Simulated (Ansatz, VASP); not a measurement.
# Two plane-wave programs on CaVC4N4

```
Ca V C N
1.0
     6.52593    0.00000    0.00000
     0.00000    6.52593    0.00000
     0.00000    0.00000    6.52593
Ca V C N
1 1 4 4
Direct
  0.00000 0.00000 0.00000
  0.50000 0.50000 0.50000
  0.22054 0.22054 0.22054
  0.22054 0.77946 0.77946
  0.77946 0.22054 0.77946
  0.77946 0.77946 0.22054
  0.32465 0.32465 0.32465
  0.32465 0.67535 0.67535
  0.67535 0.32465 0.67535
  0.67535 0.67535 0.32465
```

Alike in both runs: functional PBE; k mesh 4 × 4 × 4; occupations gaussian, width 0.1 eV; collinear spin.

Ansatz relaxed the structure, and its values are those at the end. VASP's run is a single point on that final structure, the one shown.

|  | VASP | Ansatz |
| --- | --- | --- |
| version | VASP 6.6.1 | Ansatz 0.2.0 |
| potentials or method | VASP PAW PBE potentials, release 64 (Ca_sv, V_sv, C, N), cutoff 520 eV | scalar-relativistic, plane waves, PAW |
| valence electrons in the cell | 59 | 59 |

VASP gave:

* gap on the k mesh at the Fermi level (eV): none
* pressure (GPa): -0.4
* rms of the force components (eV/Å): 0.445
* net moment per atom (μB): 0.10
* size of the moment on the site where the two differ most (μB): 0.90

**Question.** Which values does Ansatz return?

**Answer.** gap on the k mesh at the Fermi level (eV): none; pressure (GPa): 0.1; rms of the force components (eV/Å): 0.005; net moment per atom (μB): 0.30; size of the moment on the site where the two differ most (μB): 1.74.

The net moments are unlike, so the other rows may belong to different states. Site moments also hang on the region over which each program counts them. A gap of «none» marks a metal or a gap that the smearing closes.

Noted on VASP's run: the standard files for N, O and F lose accuracy on very short bonds.
